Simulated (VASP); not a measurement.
# Sc18Pt in VASP: further runs

Sc18Pt is run at these levels: PBE+D3(BJ); tasks: single point.

All numbers are computed with VASP 6.6.1; they aren't measurements. Logs are shortened: lines on timing, memory, paths and dates and some standing lists are left out, and cuts for length are marked.

## (1) The cell of the first run

The cell holds a slab with vacuum, 19 atoms: a = 6.620 Å, b = 9.930 Å, c = 16.276 Å, α = 90.00°, β = 90.00°, γ = 60.00°.

## (2) Single point, PBE+D3(BJ)

INCAR reads:

```
ALGO     = Normal         # electronic algorithm
EDIFF    = 1E-7           # SCF threshold, eV
ENCUT    = 520            # plane-wave cutoff, eV
GGA      = PE             # functional
ISIF     = 2              # what is computed and relaxed
ISMEAR   = -1             # smearing method
IVDW     = 12             # dispersion correction
LASPH    = True           # aspherical terms in the spheres
LCHARG   = False          # write CHGCAR
LREAL    = Auto         
LWAVE    = False          # write WAVECAR
NBANDS   = 119            # bands
NELM     = 100            # most SCF steps
PREC     = Accurate       # precision mode
SIGMA    = 0.05           # smearing width, eV
```

KPOINTS reads:

```
k-points
0
Gamma
  3 2 1
```

POSCAR reads:

```
Sc18Pt
1.0
    6.6200000000      0.0000000000      0.0000000000
    4.9650000000      8.5996320000      0.0000000000
    0.0000000000      0.0000000000     16.2761400000
Sc Pt
18 1
Direct
    0.0000000000      0.0000000000      0.0614396288
    0.5000000000      0.0000000000      0.0614396288
    0.0000000000      0.3333333333      0.0614396288
    0.5000000000      0.3333333333      0.0614396288
    0.0000000000      0.6666666667      0.0614396288
    0.5000000000      0.6666666667      0.0614396288
   -0.1692355147      0.2249454395      0.2136020580
    0.3325592445      0.2244120446      0.2136067888
   -0.1694461948      0.5604694480      0.2155636410
    0.3323583909      0.5553680669      0.2191984709
   -0.1652174806      0.8876126327      0.2084047569
    0.3350038233      0.8856567351      0.2106097023
    0.0034830392     -0.0004994400      0.3592996251
    0.4969917280     -0.0000860502      0.3592375711
   -0.0026873774      0.3381950530      0.3649093704
    0.5098049828      0.3206173241      0.3748568764
   -0.0092766060      0.6783335613      0.3766152786
    0.5017806136      0.6668528374      0.3691914668
    0.7965975702     -0.0626652396      0.4702014114
```

Potentials or basis: VASP PAW PBE potentials, release 64 (Sc_sv, Pt).

The run is started by

```sh
> cat potpaw_PBE.64/Sc_sv/POTCAR potpaw_PBE.64/Pt/POTCAR > POTCAR
> mpirun -np 1 vasp_std > vasp.out
```

OUTCAR:

```text
EDIFF = 1E-7
   ENCUT = 520
   GGA = PE
   ISIF = 2
   ISMEAR = -1
   IVDW = 12
   LASPH = True
   LREAL = Auto
   NELM = 100
   PREC = Accurate
 IVDW          = 12

 ion  position               nearest neighbor table
   1  0.000  0.000  0.061-  11 3.06  12 3.10   7 3.14   5 3.31   3 3.31   6 3.31   4 3.31   2 3.31
                             2 3.31
   2  0.500  0.000  0.061-  11 3.07  12 3.10   8 3.14   6 3.31   4 3.31   5 3.31   3 3.31   1 3.31
                             1 3.31
   3  0.000  0.333  0.061-   7 3.12   8 3.13   9 3.18   1 3.31   2 3.31   6 3.31   5 3.31   4 3.31
                             4 3.31
   4  0.500  0.333  0.061-   7 3.12   8 3.12  10 3.20   2 3.31   1 3.31   5 3.31   6 3.31   3 3.31
                             3 3.31
   5  0.000  0.667  0.061-  11 3.05   9 3.14  10 3.20   1 3.31   2 3.31   4 3.31   3 3.31   6 3.31
                             6 3.31
   6  0.500  0.667  0.061-  12 3.07   9 3.14  10 3.21   2 3.31   1 3.31   3 3.31   4 3.31   5 3.31
                             5 3.31
   7  0.831  0.225  0.214-  13 3.06   4 3.12   3 3.12  15 3.13   1 3.14  16 3.21  10 3.29   8 3.30
                             8 3.32   9 3.33  11 3.34  12 3.35
   8  0.333  0.224  0.214-  14 3.06   4 3.12  15 3.12   3 3.13   2 3.14  16 3.21  10 3.29   7 3.30
                             7 3.32   9 3.33  11 3.34  12 3.36
   9  0.831  0.560  0.216-  15 3.09  18 3.13   5 3.14   6 3.14   3 3.18  12 3.26  17 3.26  11 3.26
[... 15 lines left out ...]
  17  0.991  0.678  0.377-  19 2.70  10 3.23  14 3.24  13 3.24   9 3.26  11 3.28  18 3.30  18 3.33
                            15 3.36
  18  0.502  0.667  0.369-  10 3.11   9 3.13  12 3.19  15 3.27  14 3.30  17 3.30  13 3.30  17 3.33
                            16 3.41
  19  0.797  0.937  0.470-  14 2.52  13 2.52  17 2.70

  LATTYP: Found a simple monoclinic cell.
 ALAT       =     6.6200000000
 B/A-ratio  =     2.4586314199
 C/A-ratio  =     1.3228756170
 COS(beta)  =    -0.1889822420

  Lattice vectors:

 A1 = (   6.6200000000,   0.0000000000,   0.0000000000)
 A2 = (   0.0000000000,   0.0000000000, -16.2761400000)
 A3 = (  -1.6550000000,   8.5996320000,   0.0000000000)

Analysis of symmetry for initial positions (statically):
=====================================================================
 Subroutine PRICEL returns:
 Original cell was already a primitive cell.

 Routine SETGRP: Setting up the symmetry group for a
 simple monoclinic supercell.

 Subroutine GETGRP returns: Found  1 space group operations
 (whereof  1 operations were pure point group operations)
 out of a pool of  4 trial point group operations.

The static configuration has the point symmetry C_1 .

Analysis of symmetry for dynamics (positions and initial velocities):
=====================================================================
 Subroutine PRICEL returns:
 Original cell was already a primitive cell.

 Routine SETGRP: Setting up the symmetry group for a
 simple monoclinic supercell.

 Subroutine GETGRP returns: Found  1 space group operations
 (whereof  1 operations were pure point group operations)
 out of a pool of  4 trial point group operations.

The dynamic configuration has the point symmetry C_1 .

 Subroutine INISYM returns: Found  1 space group operations
 (whereof  1 operations are pure point group operations),
 and found     1 'primitive' translations

----------------------------------------------------------------------------------------

                                     Primitive cell

  volume of cell :     926.5936

  direct lattice vectors                    reciprocal lattice vectors
     6.620000000  0.000000000  0.000000000     0.151057402 -0.087213034  0.000000000
     4.965000000  8.599632000  0.000000000     0.000000000  0.116284046  0.000000000
     0.000000000  0.000000000 16.276140000     0.000000000  0.000000000  0.061439629

  length of vectors
     6.620000000  9.929999775 16.276140000     0.174426065  0.116284046  0.061439629

  position of ions in fractional coordinates (direct lattice)
     0.000000000  0.000000000  0.061439629
     0.500000000  0.000000000  0.061439629
     1.000000000  0.333333333  0.061439629
     0.500000000  0.333333333  0.061439629
     1.000000000  0.666666667  0.061439629
     0.500000000  0.666666667  0.061439629
[... 11 lines left out ...]
     0.501780614  0.666852837  0.369191467
     0.796597570  0.937334760  0.470201411

  ion indices of the primitive-cell ions
   primitive index   ion index
                 1           1
                 2           2
                 3           3
                 4           4
                 5           5
                 6           6
[... 11 lines left out ...]
                18          18
                19          19

----------------------------------------------------------------------------------------

 KPOINTS: k-points

Automatic generation of k-mesh.
 Grid dimensions read from file:
 generate k-points for:    3    2    1

 Generating k-lattice:

  Cartesian coordinates                     Fractional coordinates (reciprocal lattice)
     0.050352467 -0.029071011  0.000000000     0.333333333  0.000000000  0.000000000
     0.000000000  0.058142023  0.000000000     0.000000000  0.500000000  0.000000000
     0.000000000  0.000000000  0.061439629     0.000000000  0.000000000  1.000000000

  Length of vectors
     0.058142022  0.058142023  0.061439629

  Shift w.r.t. Gamma in fractional coordinates (k-lattice)
     0.000000000  0.000000000  0.000000000

 -----------------------------------------------------------------------------
|                                                                             |
|           W    W    AA    RRRRR   N    N  II  N    N   GGGG   !!!           |
|           W    W   A  A   R    R  NN   N  II  NN   N  G    G  !!!           |
|           W    W  A    A  R    R  N N  N  II  N N  N  G       !!!           |
|           W WW W  AAAAAA  RRRRR   N  N N  II  N  N N  G  GGG   !            |
|           WW  WW  A    A  R   R   N   NN  II  N   NN  G    G                |
|           W    W  A    A  R    R  N    N  II  N    N   GGGG   !!!           |
|                                                                             |
|     Your reciprocal lattice and k-lattice belong to different lattice       |
|     classes:                                                                |
|                                                                             |
|        The reciprocal lattice is simple monoclinic,                         |
|        whereas your k-lattice is hexagonal.                                 |
|                                                                             |
|     Results are often still useful ...                                      |
|                                                                             |
 -----------------------------------------------------------------------------

 Subroutine IBZKPT returns following result:
 ===========================================

 Found      4 irreducible k-points:

 Following reciprocal coordinates:
            Coordinates               Weight
  0.000000  0.000000  0.000000      1.000000
  0.333333  0.000000  0.000000      2.000000
  0.000000  0.500000  0.000000      1.000000
  0.333333  0.500000  0.000000      2.000000
   k-points           NKPTS =      4   k-points in BZ     NKDIM =      4   number of bands    NBANDS=    119
   number of dos      NEDOS =    301   number of ions     NIONS =     19
   total plane-waves  NPLWV = 504000
   dimension x,y,z NGX =    50 NGY =   80 NGZ =  126
   dimension x,y,z NGXF=   100 NGYF=  160 NGZF=  252
   ions per type =              18   1
   NGX,Y,Z   is equivalent  to a cutoff of  12.56, 13.39, 12.87 a.u.
   NGXF,Y,Z  is equivalent  to a cutoff of  25.11, 26.79, 25.74 a.u.
 SYSTEM =  unknown system
   PREC   = accura    normal or accurate (medium, high low for compatibility)
   ISTART =      0    job   : 0-new  1-cont  2-samecut
   ICHARG =      2    charge: 1-file 2-atom 10-const
   ISPIN  =      1    spin polarized calculation?
   LNONCOLLINEAR =      F non collinear calculations
   LSORBIT =      F    spin-orbit coupling
   LASPH  =      T    aspherical Exc in radial PAW
   ENCUT  =  520.0 eV  38.22 Ry    6.18 a.u.  12.31 18.46 30.26*2*pi/ulx,y,z
   NELM   =    100;   NELMIN=  2; NELMDL= -5     # of ELM steps
   EDIFF  = 0.1E-06   stopping-criterion for ELM
   LREAL  =      T    real-space projection
   EDIFFG = 0.1E-05   stopping-criterion for IOM
   NSW    =      0    number of steps for IOM
   IBRION =     -1    ionic relax: 0-MD 1-quasi-New 2-CG
   NFREE  =      0    steps in history (QN), initial steepest desc. (CG)
   ISIF   =      2    stress and relaxation
   ISYM   =      2    0-nonsym 1-usesym 2-fastsym
   POTIM  = 0.5000    time-step for ionic-motion
   TEBEG  =    0.0;   TEEND  =   0.0 temperature during run
   PSTRESS=    0.0 pullay stress
   NELECT =     208.0000    total number of electrons
   NUPDOWN=      -1.0000    fix difference up-down
   EMIN   =  10.00;   EMAX   =-10.00  energy-range for DOS
   EFERMI =   0.00;   METHOD = LEGACY
   ISMEAR =    -1;   SIGMA  =   0.05  broadening in eV -4-tet -1-fermi 0-gaus
   EFERMI_NEDOS =   21; number of points for ismear=-14 and -15
   IALGO  =     38    algorithm
   IMIX   =      4    mixing-type and parameters
     AMIX     =   0.40;   BMIX     =  1.00
     AMIX_MAG =   1.60;   BMIX_MAG =  1.00
  volume/ion in A,a.u.               =      48.77       329.10
  Fermi-wavevector in a.u.,A,eV,Ry     =   0.994946  1.880175 13.468646  0.989918
  Thomas-Fermi vector in A             =   2.126932
   LORBIT       =      0    0 simple, 1 ext, 2 COOP (PROOUT), +10 PAW based schemes
   GGA     = PE    functional components
   LHFCALC =     F    Hartree Fock is set to
   AEXX    =    0.0000 exact exchange contribution
   IVDW    =    12    specifies the selected vdW correction
   LEPSILON=     F    determine dielectric tensor
   LRPA    =     F    only Hartree local field effects (RPA)
 non-spin polarized calculation
  energy-cutoff  :      520.00
  volume of cell :      926.59
 maximum number of plane-waves:     24981
 NGX is ok and might be reduce to    50
   NGX = 25   NGY = 37   NGZ = 61

 number of electron     208.0000008 magnetization

 Free energy of the ion-electron system (eV)
  ---------------------------------------------------
  ext. energy  EPLUGINS =         0.00000000
  ---------------------------------------------------
  free energy    TOTEN  =      -111.51713407 eV

  energy without entropy =     -111.18450326  energy(sigma->0) =     -111.35081866

 E-fermi :   0.3060     XC(G=0):  -5.9915

 val. band max:        0.3045776207   @ k =   0.3333   0.5000   0.0000
 cond. band min:       0.3642595643   @ k =   0.3333   0.0000   0.0000
 fundamental gap:      0.0596819436
 Fermi energy:         0.3060354543

 k-point     1 :       0.0000    0.0000    0.0000
  band No.  band energies     occupation
      1     -49.5692      2.00000
      2     -49.4779      2.00000
      3     -49.4480      2.00000
      4     -49.4366      2.00000
      5     -49.4188      2.00000
      6     -49.4091      2.00000
[... 465 lines left out ...]
    115       0.7447      0.00031
    116       0.7810      0.00015
 [bands above 116 left out]

------------------------ aborting loop because EDIFF is reached ----------------------------------------

 Edisp (eV)   -5.37254

 E8    (eV) :    -2.6902

  FORCE on cell =-STRESS in cart. coord.  units (eV):
  Direction    XX          YY          ZZ          XY          YZ          ZX
  --------------------------------------------------------------------------------------
  -------------------------------------------------------------------------------------
  Total      -5.63741    -8.32409    -0.19340    -0.06909    -0.56407    -0.00655
  in kB      -9.74768   -14.39323    -0.33442    -0.11947    -0.97533    -0.01133
  external pressure =       -8.16 kB  Pullay stress =        0.00 kB

 VOLUME and BASIS-vectors are now :
 -----------------------------------------------------------------------------
  energy-cutoff  :      520.00
  volume of cell :      926.59
      direct lattice vectors                 reciprocal lattice vectors
     6.620000000  0.000000000  0.000000000     0.151057402 -0.087213034  0.000000000
     4.965000000  8.599632000  0.000000000     0.000000000  0.116284046  0.000000000
     0.000000000  0.000000000 16.276140000     0.000000000  0.000000000  0.061439629

 POSITION                                       TOTAL-FORCE (eV/Angst)
 -----------------------------------------------------------------------------------
      0.00000      0.00000      1.00000         0.017943      0.049635     -0.092743
      3.31000      0.00000      1.00000        -0.018207      0.037726     -0.073330
      1.65500      2.86654      1.00000         0.004799      0.071693      0.075451
      4.96500      2.86654      1.00000         0.000543      0.045725      0.000594
      3.31000      5.73309      1.00000         0.021156     -0.094472     -0.045342
      6.62000      5.73309      1.00000        -0.025520     -0.054450      0.095775
[... 11 lines left out ...]
      6.63271      5.73469      6.00901        -0.002247      0.008374      0.007075
      9.92734      8.06073      7.65306         0.000566     -0.130287      0.065555
 -----------------------------------------------------------------------------------
    total drift:                               -0.000809      0.004853     -0.000900

  FREE ENERGIE OF THE ION-ELECTRON SYSTEM (eV)
  ---------------------------------------------------
  free  energy   TOTEN  =      -116.8896738135 eV

  energy  without entropy=     -116.5570430090  energy(sigma->0) =     -116.72335841
```

Wall time 40 min (1 thread of Intel Xeon Platinum 8175M at 2.50GHz (Skylake/Cascade Lake), shared host); peak memory 1.1 GiB.

Results:

```
Free energy                : -116.8897 eV
Largest force              : 0.146 eV/Å
Band gap on the k mesh     : zero (bands 104 and 105 overlap by 0.07 eV)
Dispersion energy per atom : -0.283 eV
```

Forces on the atoms (eV/Å):
```
Sc   0.018  0.050 -0.093
Sc  -0.018  0.038 -0.073
Sc   0.005  0.072  0.075
Sc   0.001  0.046  0.001
Sc   0.021 -0.094 -0.045
Sc  -0.026 -0.054  0.096
Sc  -0.001  0.001  0.000
Sc   0.000  0.003  0.005
Sc  -0.002  0.000 -0.003
Sc   0.004  0.005 -0.011
Sc   0.000  0.006  0.005
Sc   0.001  0.006  0.009
Sc   0.019  0.018 -0.004
Sc  -0.020  0.017 -0.003
Sc  -0.004 -0.001  0.011
Sc  -0.002  0.039 -0.017
Sc   0.005 -0.028 -0.024
Sc  -0.002  0.008  0.007
Pt   0.001 -0.130  0.066
```

Caveat: the k points lie up to 0.37 Å⁻¹ apart; there is no dipole correction, which matters where the two faces differ; spin-orbit coupling is left out, which moves the levels of the heavy elements.

[end of part 1 of 2]

The gap in the log of VASP goes by the Fermi energy; the results here count the filled bands.